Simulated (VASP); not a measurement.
Crystal: InP.

```
In P
1.0
     0.00000    2.93050    2.93050
     2.93050    0.00000    2.93050
     2.93050    2.93050    0.00000
In P
1 1
Direct
  0.00000 0.00000 0.00000
  0.25000 0.25000 0.25000
```

- Program: VASP 6.6.1
- Task: relaxation of cell and atoms
- Functional: PBE
- Potentials or basis: VASP PAW PBE potentials, release 64 (In_d, P)
- Cutoff: 600 eV
- k mesh: 8 × 8 × 8
- Occupations: gaussian, width 0.02 eV
- Spin: no spin polarisation

At the start: pressure 3.3 GPa; volume 25.17 Å³/atom.

**Question.** Where does the relaxation end?

**Answer.** Over 3 steps the energy falls by 12.5 meV/atom and the volume is 26.44 Å³/atom (+5.1 %); space group F-43m (No. 216, to 0.05 Å).

The path:
```csv
step,energy change (eV),largest force (eV/Å),pressure (GPa),volume (Å³)
1,0.0000,0.0000,3.30,50.33
2,-0.0192,0.0000,-1.39,54.20
3,-0.0251,0.0000,0.01,52.88
```

Final structure:
```cif
data_structure
_symmetry_space_group_name_H-M 'P 1'
_symmetry_Int_Tables_number 1
_cell_length_a 4.2132
_cell_length_b 4.2132
_cell_length_c 4.2132
_cell_angle_alpha 60.000
_cell_angle_beta 60.000
_cell_angle_gamma 60.000
_cell_volume 52.88
loop_
_atom_site_label
_atom_site_type_symbol
_atom_site_fract_x
_atom_site_fract_y
_atom_site_fract_z
_atom_site_occupancy
In1 In 0.00000 0.00000 0.00000 1
P1 P 0.25000 0.25000 0.25000 1
```
